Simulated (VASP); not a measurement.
# B32HN32 (a cell with a defect) in VASP: a series of runs, part 2 of 2

VASP 6.6.1.

## (3) Single point, HSE06

The input, POSCAR:

```
B32HN32
1.0
    7.2115910000      0.0000000000      0.0000000000
    0.0000000000      7.2115910000      0.0000000000
    0.0000000000      0.0000000000      7.2115910000
B N H
32 32 1
Direct
    0.9986110000      0.0006020000      0.0019000000
    0.0000430000      0.9992180000      0.5029810000
    0.9971130000      0.5011710000      0.0009760000
    0.9983990000      0.5001950000      0.5019640000
    0.4975550000      0.9979660000      0.0018760000
    0.5007070000      0.9948460000      0.5070810000
    0.4970880000      0.5090570000      0.9924340000
    0.4969330000      0.4996850000      0.5039620000
    0.2463030000      0.2486420000      0.9997960000
    0.2488730000      0.2515710000      0.5029280000
    0.2468890000      0.7523460000      0.0003830000
    0.2480330000      0.7501570000      0.5021360000
    0.7494330000      0.2515710000      0.0023680000
    0.7539850000      0.2466220000      0.5074780000
    0.7486420000      0.7501580000      0.0015270000
    0.7491820000      0.7485330000      0.5026750000
    0.2483820000      0.9979660000      0.2510490000
    0.2484060000      0.0006020000      0.7521050000
    0.2389420000      0.5090550000      0.2505820000
    0.2474820000      0.5011710000      0.7506060000
    0.7535870000      0.9948470000      0.2542020000
    0.7494860000      0.9992180000      0.7535370000
    0.7504690000      0.4996850000      0.2504270000
    0.7484710000      0.5001960000      0.7518920000
    0.9994170000      0.2499710000      0.2522040000
    0.9989690000      0.2502160000      0.7524630000
    0.9969910000      0.7513450000      0.2517740000
    0.9982100000      0.7503090000      0.7517040000
    0.5276070000      0.2134140000      0.2811030000
    0.4987100000      0.2499710000      0.7529110000
    0.4983570000      0.7496500000      0.2518510000
    0.4982800000      0.7513450000      0.7504850000
    0.1250420000      0.1258240000      0.1279040000
    0.1247500000      0.1259400000      0.6271460000
    0.1192380000      0.6297590000      0.1261550000
    0.1232370000      0.6254890000      0.6265600000
    0.6258460000      0.1219410000      0.1291170000
    0.6249060000      0.1240660000      0.6292010000
    0.6228910000      0.6250170000      0.1265350000
    0.6234770000      0.6244290000      0.6266100000
    0.3595900000      0.3949650000      0.1130830000
    0.3737540000      0.3751650000      0.6274140000
    0.3735930000      0.8748640000      0.1270860000
    0.3738400000      0.8753470000      0.6274890000
    0.8739200000      0.3751660000      0.1272470000
    0.8745120000      0.3751670000      0.6280050000
    0.8739960000      0.8753470000      0.1273330000
    0.8741050000      0.8749370000      0.6275980000
    0.3756220000      0.1219400000      0.3793400000
    0.3744100000      0.1258230000      0.8785350000
    0.3730410000      0.6250160000      0.3763850000
    0.3726610000      0.6297600000      0.8727310000
    0.8757070000      0.1240660000      0.3783990000
    0.8736520000      0.1259410000      0.8782430000
    0.8731160000      0.6244290000      0.3769700000
    0.8730670000      0.6254900000      0.8767300000
    0.1241140000      0.3759730000      0.3761140000
    0.1232930000      0.3760110000      0.8767860000
    0.1241450000      0.8752740000      0.3772990000
    0.1232120000      0.8766920000      0.8767060000
    0.6257720000      0.3710720000      0.3792660000
    0.6226210000      0.3759730000      0.8776080000
    0.6247820000      0.8734120000      0.3782750000
    0.6238060000      0.8752750000      0.8776390000
    0.4579310000      0.3812920000      0.2114040000
```

The input, INCAR.step1:

```
SYSTEM = B32HN32
  ALGO = Normal
  EDIFF = 1E-5
  ENCUT = 520
  GGA = PE
  GGA_COMPAT = .FALSE.
  ISIF = 2
  ISMEAR = -1
  ISYM = -1
  LASPH = .TRUE.
  LCHARG = .FALSE.
  LREAL = Auto
  LWAVE = .TRUE.
  NBANDS = 166
  NELECT = 256.0
  NELM = 120
  PREC = Accurate
  SIGMA = 0.05
```

The input, INCAR.step2:

```
SYSTEM = B32HN32
  ALGO = Normal
  EDIFF = 1E-6
  ENCUT = 520
  GGA = PE
  GGA_COMPAT = .FALSE.
  HFSCREEN = 0.2079
  ISIF = 2
  ISMEAR = -1
  ISTART = 1
  ISYM = -1
  LASPH = .TRUE.
  LCHARG = .FALSE.
  LHFCALC = .TRUE.
  LREAL = Auto
  LWAVE = .FALSE.
  NBANDS = 166
  NELECT = 256.0
  NELM = 120
  PREC = Accurate
  PRECFOCK = Fast
  SIGMA = 0.05
```

The input, KPOINTS:

```
explicit points
1
Reciprocal
  0.25000000   0.25000000   0.25000000 1
```

Potentials or basis: VASP PAW PBE potentials, release 64 (B, N, H).

The run is started by

```console
$ cat potpaw_PBE.64/B/POTCAR potpaw_PBE.64/N/POTCAR potpaw_PBE.64/H/POTCAR > POTCAR
$ cp INCAR.step1 INCAR
$ mpirun -np 1 vasp_std > vasp.out
$ cp INCAR.step2 INCAR
$ mpirun -np 1 vasp_std > vasp.out
```

Wall time 5.7 min (1 thread of Intel Xeon 6975P-C (Granite Rapids), shared host); peak memory 0.61 GiB.

The run converged. Its results:

* Free energy: -661.5109 eV
* Largest force: 0.103 eV/Å

Forces in eV/Å, atoms in the order of the input:
```
B   -0.002 -0.001  0.001
B    0.001  0.000  0.001
B    0.001  0.000  0.001
B   -0.002  0.000  0.002
B    0.002  0.003 -0.001
B    0.001  0.002 -0.002
B    0.004 -0.002 -0.004
B    0.006 -0.001 -0.005
B    0.009  0.015  0.008
B    0.000 -0.003 -0.008
B    0.001 -0.006  0.000
B    0.001  0.001  0.001
B   -0.005 -0.003 -0.001
B    0.000  0.001 -0.002
B    0.002  0.001  0.000
B   -0.001  0.001 -0.002
B   -0.001  0.004  0.003
B    0.002 -0.001 -0.002
B   -0.003 -0.002  0.001
B    0.002 -0.002  0.000
B    0.000  0.003  0.000
B    0.001  0.001  0.000
B   -0.004 -0.001  0.004
B    0.002  0.000 -0.002
B   -0.002  0.000  0.000
B    0.000 -0.001 -0.002
B   -0.001  0.002  0.003
B    0.003  0.000  0.000
B   -0.003  0.013 -0.006
B    0.001  0.000 -0.004
B    0.000  0.001 -0.002
B    0.004  0.002 -0.002
N    0.001 -0.001  0.001
N   -0.002  0.000  0.001
N   -0.006  0.007 -0.005
N   -0.002  0.001  0.000
N    0.005 -0.004 -0.017
N   -0.001  0.000  0.004
N   -0.002 -0.003  0.002
N   -0.001  0.001  0.002
N   -0.053 -0.023 -0.055
N   -0.001 -0.001  0.005
N    0.000 -0.004  0.002
N   -0.005 -0.002  0.003
N    0.003 -0.001  0.001
N    0.002  0.003  0.003
N    0.002 -0.002 -0.003
N   -0.002  0.000 -0.001
N   -0.018 -0.004  0.006
N    0.000 -0.001  0.003
N    0.000 -0.003 -0.001
N   -0.008  0.007 -0.005
N    0.003  0.000  0.001
N   -0.002  0.000  0.000
N    0.000  0.001  0.001
N   -0.002  0.000 -0.001
N    0.003 -0.001  0.001
N   -0.002  0.002  0.000
N   -0.002 -0.001  0.001
N   -0.003  0.001 -0.001
N   -0.001  0.013  0.000
N   -0.001 -0.002  0.004
N   -0.001 -0.005  0.002
N   -0.001 -0.001  0.000
H    0.075 -0.005  0.071
```

Levels at points of the mesh, in eV from the Fermi level:
```
           k point  band 125  band 126  band 127  band 128  band 129  band 130  band 131  band 132
(0.25, 0.25, 0.25)     -2.09     -2.09     -1.28     -1.24      4.75      6.32      6.33      6.74
```

Caveat: the cell carries a net charge on a neutralising background, which shifts energy and pressure; the cell is charged against a uniform background, so pressure and absolute levels hang on convention; the PAW data sets were made with another functional, which shifts forces and pressure a little.

## (4) Single point, HSE06

The input, POSCAR:

```
B32HN32
1.0
    7.2115910000      0.0000000000      0.0000000000
    0.0000000000      7.2115910000      0.0000000000
    0.0000000000      0.0000000000      7.2115910000
B N H
32 32 1
Direct
    0.9984750000      0.0002290000      0.0017690000
    0.9996680000      0.9991550000      0.5028020000
    0.9973690000      0.5007310000      0.0011060000
    0.9982580000      0.5000340000      0.5021030000
    0.4976880000      0.9976340000      0.0015000000
    0.5002730000      0.9954410000      0.5061930000
    0.4978890000      0.5081680000      0.9924700000
    0.4970420000      0.4999020000      0.5043180000
    0.2468290000      0.2473680000      0.0003260000
    0.2485600000      0.2511970000      0.5028220000
    0.2470190000      0.7517820000      0.0005060000
    0.2478940000      0.7500680000      0.5023240000
    0.7493420000      0.2511660000      0.0020350000
    0.7532310000      0.2464930000      0.5067160000
    0.7488320000      0.7500450000      0.0013890000
    0.7489960000      0.7487420000      0.5025040000
    0.2480060000      0.9976420000      0.2511610000
    0.2482940000      0.0002390000      0.7519770000
    0.2389840000      0.5081840000      0.2514100000
    0.2476210000      0.5007350000      0.7508500000
    0.7527100000      0.9954230000      0.2537420000
    0.7493120000      0.9991420000      0.7531540000
    0.7508270000      0.4998900000      0.2505360000
    0.7485990000      0.5000170000      0.7517730000
    0.9990800000      0.2497060000      0.2521470000
    0.9990250000      0.2498570000      0.7525100000
    0.9970120000      0.7511480000      0.2517880000
    0.9981920000      0.7500760000      0.7516900000
    0.5222640000      0.2171680000      0.2757420000
    0.4986520000      0.2496990000      0.7525740000
    0.4983150000      0.7497870000      0.2518090000
    0.4983120000      0.7511430000      0.7505100000
    0.1248540000      0.1253920000      0.1279030000
    0.1245350000      0.1257050000      0.6271350000
    0.1197060000      0.6290060000      0.1262570000
    0.1232450000      0.6252160000      0.6267420000
    0.6255270000      0.1219830000      0.1282220000
    0.6245910000      0.1240720000      0.6287760000
    0.6231350000      0.6249650000      0.1264970000
    0.6235200000      0.6244900000      0.6267050000
    0.3621570000      0.3923940000      0.1156510000
    0.3737000000      0.3749630000      0.6274070000
    0.3735300000      0.8746020000      0.1270330000
    0.3737150000      0.8752270000      0.6273960000
    0.8739090000      0.3749590000      0.1272120000
    0.8744030000      0.3750560000      0.6279040000
    0.8739020000      0.8752180000      0.1272290000
    0.8739660000      0.8748510000      0.6274770000
    0.3747300000      0.1220090000      0.3790150000
    0.3744120000      0.1253900000      0.8783460000
    0.3730020000      0.6249680000      0.3766410000
    0.3727510000      0.6290160000      0.8731830000
    0.8752800000      0.1240760000      0.3780930000
    0.8736330000      0.1256950000      0.8780410000
    0.8732070000      0.6244820000      0.3770300000
    0.8732450000      0.6252090000      0.8767580000
    0.1238390000      0.3756810000      0.3763300000
    0.1238880000      0.3756210000      0.8773910000
    0.1239170000      0.8750040000      0.3773390000
    0.1232120000      0.8762890000      0.8767250000
    0.6255860000      0.3718020000      0.3790920000
    0.6228280000      0.3756770000      0.8773250000
    0.6244760000      0.8735850000      0.3779770000
    0.6238390000      0.8749990000      0.8774280000
    0.4643980000      0.3925490000      0.2177570000
```

The input, INCAR.step1:

```
ALGO     = Normal         # electronic algorithm
EDIFF    = 1E-5           # SCF threshold, eV
ENCUT    = 520            # plane-wave cutoff, eV
GGA      = PE             # functional
GGA_COMPAT= F            
ISIF     = 2              # what is computed and relaxed
ISMEAR   = -1             # smearing method
ISYM     = -1           
LASPH    = T              # aspherical terms in the spheres
LREAL    = Auto         
LWAVE    = T              # write WAVECAR
NBANDS   = 166            # bands
NELECT   = 256.0        
NELM     = 120            # most SCF steps
PREC     = Accurate       # precision mode
SIGMA    = 0.05           # smearing width, eV
```

The input, INCAR.step2:

```
ALGO     = Normal         # electronic algorithm
EDIFF    = 1E-6           # SCF threshold, eV
ENCUT    = 520            # plane-wave cutoff, eV
GGA      = PE             # functional
GGA_COMPAT= F            
HFSCREEN = 0.2079         # screening, 1/A
ISIF     = 2              # what is computed and relaxed
ISMEAR   = -1             # smearing method
ISTART   = 1            
ISYM     = -1           
LASPH    = T              # aspherical terms in the spheres
LCHARG   = T              # write CHGCAR
LELF     = T              # ELF
LHFCALC  = T              # exact exchange
LREAL    = Auto         
LVHAR    = T            
LWAVE    = F              # write WAVECAR
NBANDS   = 166            # bands
NELECT   = 256.0        
NELM     = 120            # most SCF steps
PREC     = Accurate       # precision mode
PRECFOCK = Fast         
SIGMA    = 0.05           # smearing width, eV
```

KPOINTS is that of step 3.

The run is started by

```console
$ cat potpaw_PBE.64/B/POTCAR potpaw_PBE.64/N/POTCAR potpaw_PBE.64/H/POTCAR > POTCAR
$ cp INCAR.step1 INCAR
$ mpirun -np 1 vasp_std > vasp.out
$ cp INCAR.step2 INCAR
$ mpirun -np 1 vasp_std > vasp.out
```

It took 6 min on 1 thread of Intel Xeon 6975P-C (Granite Rapids), shared host; peak memory 0.62 GiB.

It converged, with:

| Item | Value |
| --- | --- |
| Free energy | -661.4964 eV |
| Largest force | 0.632 eV/Å |

Forces on the atoms (eV/Å):
```
B   -0.001  0.000  0.002
B    0.003 -0.003  0.004
B   -0.003  0.008  0.002
B    0.001  0.002  0.011
B   -0.002  0.001 -0.004
B   -0.013 -0.015  0.020
B   -0.033  0.022 -0.010
B    0.004  0.003  0.016
B   -0.039 -0.004 -0.041
B   -0.008  0.008  0.012
B    0.003  0.008  0.003
B   -0.002  0.001  0.003
B    0.011  0.013 -0.005
B    0.014  0.042  0.016
B    0.004  0.005 -0.001
B    0.006 -0.002  0.003
B   -0.004  0.002  0.005
B   -0.003 -0.001 -0.004
B   -0.007  0.017 -0.036
B   -0.003  0.007 -0.001
B    0.017 -0.011 -0.006
B    0.001 -0.001  0.004
B    0.016  0.005  0.005
B    0.011  0.006 -0.003
B    0.008  0.004  0.003
B   -0.009  0.016 -0.008
B    0.005 -0.001  0.000
B    0.002  0.000  0.001
B    0.042 -0.021  0.045
B    0.004  0.005  0.005
B    0.000 -0.001 -0.001
B   -0.006  0.002  0.002
N    0.005 -0.002 -0.008
N    0.002 -0.005  0.001
N   -0.007 -0.003  0.019
N    0.000 -0.006 -0.001
N   -0.033  0.007  0.070
N    0.000 -0.006 -0.012
N   -0.004  0.003 -0.019
N   -0.006 -0.003 -0.007
N    0.446  0.058  0.444
N    0.000 -0.002 -0.008
N    0.000  0.007 -0.002
N    0.016  0.002 -0.004
N   -0.008 -0.003 -0.005
N    0.000 -0.033  0.001
N   -0.004  0.001  0.009
N    0.000 -0.003 -0.002
N    0.070  0.004 -0.034
N   -0.008 -0.002  0.009
N   -0.020  0.005 -0.004
N    0.020 -0.006 -0.002
N   -0.012 -0.007 -0.002
N    0.002 -0.005 -0.003
N   -0.010  0.000 -0.009
N   -0.003 -0.006 -0.002
N   -0.008  0.012 -0.006
N    0.011 -0.019  0.010
N   -0.003  0.002 -0.005
N    0.003 -0.003  0.000
N   -0.017 -0.086 -0.020
N   -0.007  0.010 -0.003
N    0.000  0.009 -0.001
N   -0.003  0.001 -0.006
H   -0.443 -0.038 -0.445
```

Levels at points of the mesh, in eV from the Fermi level:
| k point | band 124 | band 125 | band 126 | band 127 | band 128 | band 129 | band 130 | band 131 | band 132 | band 133 |
| --- | --- | --- | --- | --- | --- | --- | --- | --- | --- | --- |
| (0.25, 0.25, 0.25) | -2.14 | -2.09 | -2.08 | -1.28 | -1.22 | 5.05 | 6.31 | 6.33 | 6.79 | 7.59 |

Caveat: the cell carries a net charge on a neutralising background, which shifts energy and pressure; the cell is charged against a uniform background, so pressure and absolute levels hang on convention; the PAW data sets were made with another functional, which shifts forces and pressure a little.
